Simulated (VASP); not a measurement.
A run of VASP 6.6.1 is set up as follows.

The input INCAR:

```
PREC = Accurate ; ENCUT = 520
EDIFF = 1E-6 ; ISMEAR = -1
SIGMA = 0.1 ; LREAL = False
LASPH = True ; NELM = 60
ALGO = Normal ; ISIF = 2
LWAVE = False ; LCHARG = True
GGA = PE ; LELF = True
LVHAR = True ; NBANDS = 20
```

Contents of KPOINTS:

```
Automatic mesh
0
Gamma
  8 8 8
```

POSCAR

```
In
1.0
    0.0000000000      3.3638628127      3.3638628127
    3.3638628127      0.0000000000      3.3638628127
    3.3638628127      3.3638628127      0.0000000000
In
2
Direct
    0.1250000000      0.1250000000      0.1250000000
    0.8750000000      0.8750000000      0.8750000000
```

Potentials or basis: VASP PAW PBE potentials, release 64 (In_d).

Launch:

```console
$ cat potpaw_PBE.64/In_d/POTCAR > POTCAR
$ mpirun -np 1 vasp_std > vasp.out
```

(1) Estimate the band gap on the k mesh.

(2) Predict the pressure.

## Answers

(1) zero (bands 13 and 14 overlap by 3.31 eV).

(2) 0.0 GPa.

Caveat: spin-orbit coupling is left out, which moves the levels of the heavy elements.
